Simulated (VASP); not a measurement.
## GaAs: single point with PBE

The system is GaAs.

```
Ga As
1.0
     0.00000    2.87280    2.87280
     2.87280    0.00000    2.87280
     2.87280    2.87280    0.00000
Ga As
1 1
Direct
  0.00000 0.00000 0.00000
  0.75000 0.75000 0.75000
```

| Property | Result |
| --- | --- |
| Program | VASP 6.6.1 |
| Task | single point |
| Functional | PBE |
| Potentials or basis | VASP PAW PBE potentials, release 64 (Ga_d, As) |
| Cutoff | 520 eV |
| k mesh | 10 × 10 × 10 |
| Occupations | gaussian, width 0.01 eV |
| Spin | no spin polarisation |

| Item | Value |
| --- | --- |
| Pressure | 0.2 GPa |
| Band gap on the k mesh | 0.16 eV |

Levels at points of the mesh, in eV from the valence-band top:
```
           k point  band 5  band 6  band 7  band 8  band 9  band 10  band 11  band 12  band 13  band 14
(0.00, 0.00, 0.00)  -14.66  -12.39    0.00    0.00    0.00     0.16     3.72     3.72     3.72     7.44
(0.50, 0.00, 0.00)  -14.66  -10.77   -6.38   -1.07   -1.07     0.87     4.62     4.62     7.70    10.04
(0.50, 0.50, 0.00)  -14.65  -10.09   -6.60   -2.51   -2.51     1.55     1.67     9.79     9.79    10.55
```

It took 37 s on 1 thread of AMD EPYC 7R13 (shared host), peak memory 0.16 GiB.
